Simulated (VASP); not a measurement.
# GaP (F-43m) in VASP: notebook, part 2 of 2

VASP 6.6.1. The steps go on from the part before.

**3. Single point, PBEsol**

This run uses another cell than the first one, of 18.91 Å³/atom, 0.940 times its volume.

File INCAR:

```
PREC = Accurate ; ENCUT = 520
EDIFF = 1E-7 ; ISMEAR = 0
SIGMA = 0.01 ; LREAL = F
LASPH = T ; NELM = 60
ALGO = Normal ; ISIF = 2
LWAVE = F ; LCHARG = T
GGA = PS ; LELF = T
LVHAR = T ; NBANDS = 16
```

File KPOINTS:

```
regular mesh
0
Gamma
  8 8 8
```

File POSCAR:

```
GaP
1.0
    0.0000000000      2.6641010230      2.6641010230
    2.6641010230      0.0000000000      2.6641010230
    2.6641010230      2.6641010230      0.0000000000
Ga P
1 1
Direct
    0.0000000000      0.0000000000      0.0000000000
    0.7500000000      0.7500000000      0.7500000000
```

Potentials or basis: VASP PAW PBE potentials, release 64 (Ga_d, P).

Run with:

```
> cat potpaw_PBE.64/Ga_d/POTCAR potpaw_PBE.64/P/POTCAR > POTCAR
> mpirun -np 1 vasp_std > vasp.out
```

OUTCAR:

```text
PREC = Accurate
   ENCUT = 520
   EDIFF = 1E-7
   ISMEAR = 0
   LREAL = F
   LASPH = T
   NELM = 60
   ISIF = 2
   GGA = PS

 ion  position               nearest neighbor table
   1  0.000  0.000  0.000-   2 2.31   2 2.31   2 2.31   2 2.31
   2  0.750  0.750  0.750-   1 2.31   1 2.31   1 2.31   1 2.31

  LATTYP: Found a face centered cubic cell.
 ALAT       =     5.3282020460

  Lattice vectors:

 A1 = (   0.0000000000,   2.6641010230,   2.6641010230)
 A2 = (   2.6641010230,   0.0000000000,   2.6641010230)
 A3 = (   2.6641010230,   2.6641010230,   0.0000000000)
[... 623 lines left out ...]
      3      -9.3332      2.00000
      4      -9.2710      2.00000
      5      -9.2546      2.00000
      6      -4.9942      2.00000
[... 8 lines left out ...]
     15      17.4220      0.00000
     16      18.1353      0.00000

 [... further k-points ...]
[... 5 lines left out ...]
  --------------------------------------------------------------------------------------
  -------------------------------------------------------------------------------------
  Total        1.3913906      1.3913906      1.3913906      0.0000000      0.0000000      0.0000000
  in kB       58.9491534     58.9491534     58.9491534      0.0000000      0.0000000      0.0000000
  external PRESSURE =      58.9491534 kB  Pullay stress =       0.0000000 kB

 VOLUME and BASIS-vectors are now :
 -----------------------------------------------------------------------------
  energy-cutoff  :      520.00
  volume of cell :       37.82
      direct lattice vectors                 reciprocal lattice vectors
     0.000000000  2.664101023  2.664101023    -0.187680571  0.187680571  0.187680571
     2.664101023  0.000000000  2.664101023     0.187680571 -0.187680571  0.187680571
     2.664101023  2.664101023  0.000000000     0.187680571  0.187680571 -0.187680571

 POSITION                                       TOTAL-FORCE (eV/Angst)
 -----------------------------------------------------------------------------------
      0.00000      0.00000      0.00000        -0.000000      0.000000     -0.000000
      3.99615      3.99615      3.99615         0.000000     -0.000000      0.000000
 -----------------------------------------------------------------------------------
    total drift:                               -0.000000     -0.000000     -0.000000

  FREE ENERGIE OF THE ION-ELECTRON SYSTEM (eV)
  ---------------------------------------------------
  free  energy   TOTEN  =        -9.8795809681 eV

  energy  without entropy=       -9.8795809681  energy(sigma->0) =       -9.87958097
```

It took 39 s on 1 thread of AMD EPYC 7R43 (Zen 3), shared host; peak memory 0.12 GiB.

Results:

* Free energy: -9.8796 eV
* Pressure: 5.9 GPa
* Band gap on the k mesh: 1.37 eV, indirect (least direct gap 2.32 eV)

Caveat: the PAW data sets were made with another functional, which shifts forces and pressure a little.

**4. Relaxation of cell and atoms, PBEsol, target pressure 6 GPa, at which the enthalpy is minimised**

File INCAR:

```
SYSTEM = GaP
ALGO = Normal ; EDIFF = 1E-6
EDIFFG = -0.001 ; ENCUT = 600
GGA = PS ; IBRION = 2
ISIF = 3 ; ISMEAR = 0
LASPH = .TRUE. ; LCHARG = .FALSE.
LREAL = .FALSE. ; LWAVE = .FALSE.
NELM = 60 ; NSW = 80
PREC = Accurate ; PSTRESS = 60.0
SIGMA = 0.01
```

File KPOINTS:

```
k-points
0
G
  8 8 8
  0 0 0
```

File POSCAR:

```
GaP
1.0
    0.0000000000      2.7192250973      2.7192250973
    2.7192250973      0.0000000000      2.7192250973
    2.7192250973      2.7192250973      0.0000000000
Ga P
1 1
Direct
    0.0000000000      0.0000000000      0.0000000000
    0.7500000000      0.7500000000      0.7500000000
```

Run with:

```
> cat potpaw_PBE.64/Ga_d/POTCAR potpaw_PBE.64/P/POTCAR > POTCAR
> mpirun -np 1 vasp_std > vasp.out
```

Wall time 2.4 min (1 thread of AMD EPYC 7R43 (Zen 3), shared host); peak memory 0.16 GiB.

It converged, with:

| Quantity | Value |
| --- | --- |
| Free energy | -9.8784 eV |
| Relaxed volume | 18.89 Å³/atom |
| Relaxed cell | a = 3.766 Å, b = 3.766 Å, c = 3.766 Å, α = 60.00°, β = 60.00°, γ = 60.00° |
| Space group after relaxing (to 0.05 Å) | F-43m (No. 216) |
| Energy change on relaxing (the enthalpy is what falls) | +21.4 meV/atom |
| Ionic steps | 11 |
| Pressure after relaxing | 6.0 GPa |
| Band gap on the k mesh | 1.36 eV, indirect (least direct gap 2.33 eV) |

The path:
| step | energy change (eV) | largest force (eV/Å) | pressure (GPa) | volume (Å³) |
| --- | --- | --- | --- | --- |
| 1 | 0.0000 | 0.0000 | -0.09 | 40.21 |
| 2 | 0.1456 | 0.0000 | 12.12 | 35.93 |
| 3 | 0.0419 | 0.0000 | 5.81 | 37.79 |
| 4 | 0.0441 | 0.0000 | 6.18 | 37.73 |
| 5 | 0.0401 | 0.0000 | 5.79 | 37.84 |
| 6 | 0.0426 | 0.0000 | 6.01 | 37.77 |
| 7 | 0.0424 | 0.0000 | 5.95 | 37.78 |
| 8 | 0.0425 | 0.0000 | 5.98 | 37.78 |
| 9 | 0.0430 | 0.0000 | 6.08 | 37.76 |
| 10 | 0.0426 | 0.0000 | 5.98 | 37.77 |
| 11 | 0.0427 | 0.0000 | 6.00 | 37.77 |

Final structure:
```
CELL_PARAMETERS angstrom
0.00000 2.66302 2.66302
2.66302 0.00000 2.66302
2.66302 2.66302 0.00000
ATOMIC_POSITIONS crystal
Ga 0.00000 0.00000 0.00000
P 0.75000 0.75000 0.75000
```

Levels at points of the mesh, in eV from the valence-band top:
| k point | band 7 | band 8 | band 9 | band 10 | band 11 | band 12 |
| --- | --- | --- | --- | --- | --- | --- |
| (0.00, 0.00, 0.00) | 0.00 | 0.00 | 0.00 | 2.33 | 3.80 | 3.80 |
| (0.50, 0.00, 0.00) | -7.12 | -1.24 | -1.24 | 1.80 | 4.62 | 4.62 |
| (0.50, 0.50, 0.00) | -7.15 | -2.97 | -2.97 | 1.36 | 1.63 | 11.07 |

Caveat: the cell is relaxed towards a set pressure, so the enthalpy falls and the energy may rise; the PAW data sets were made with another functional, which shifts forces and pressure a little.

**5. Summary**

```csv
task,cell,cutoff (eV),gap on the mesh (eV),pressure (GPa)
relaxation of cell and atoms,"relaxed to 12 GPa from a = 3.846 Å, angles 60.0°, 2 atoms",600,1.25,12.0
single point,"a = 3.768 Å, angles 60.0°, 2 atoms",520,1.37,5.9
relaxation of cell and atoms,"relaxed to 6 GPa from a = 3.846 Å, angles 60.0°, 2 atoms",600,1.36,6.0
```

Alike in all rows: level PBEsol; potentials or basis VASP PAW PBE potentials, release 64 (Ga_d, P); no spin polarisation; k mesh 8 × 8 × 8; smearing gaussian 0.01 eV.

Caveats: the PAW data sets were made with another functional, which shifts forces and pressure a little; the cell is relaxed towards a set pressure, so the enthalpy falls and the energy may rise (some runs).

Absolute energies hang on the potentials; compare differences alone.
